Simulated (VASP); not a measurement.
Set up this calculation in VASP 6.6.1, as the native input.

* Task: single point
* Functional: RPBE
* Potentials or basis: VASP PAW PBE potentials, release 64 (Ti_sv)
* Cutoff: 520 eV
* k mesh: 15 × 15 × 15
* Occupations: fermi-dirac, width 0.1 eV
* Spin: no spin polarisation
* Dipole correction: no
* Further INCAR settings: ALGO = Normal; EDIFF = 1e-07; NBANDS = 12

The structure of Ti lies in POSCAR:

```
Ti
1.0
    0.0000000000      2.1586757777      2.1586757777
    2.1586757777      0.0000000000      2.1586757777
    2.1586757777      2.1586757777      0.0000000000
Ti
1
Direct
    0.0000000000      0.0000000000      0.0000000000
```

This cell differs from its parent crystal: volume scaled by 1.12.

One way to write it, as run:

INCAR

```
  PREC = Accurate
  ENCUT = 520
  EDIFF = 1E-7
  ISMEAR = -1
  SIGMA = 0.1
  LREAL = False
  LASPH = True
  NELM = 60
  ALGO = Normal
  ISIF = 2
  LWAVE = False
  LCHARG = False
  GGA = RP
  NBANDS = 12
```

KPOINTS

```
Automatic mesh
0
Gamma
  15 15 15
```

Potentials or basis: VASP PAW PBE potentials, release 64 (Ti_sv).

Run with:

```sh
$ cat potpaw_PBE.64/Ti_sv/POTCAR > POTCAR
$ mpirun -np 1 vasp_std > vasp.out
```

It gave:

The pressure is -9.4 GPa. The band gap on the k mesh is zero (band 6 reaches 7.65 eV, above the bottom of band 7 at 6.63 eV).

Caveat: the PAW data sets were made with another functional, which shifts forces and pressure a little.

Wall time 9 s on 1 thread of Intel(R) Xeon(R) 6975P-C (Granite Rapids) (shared host), peak memory 0.15 GiB.
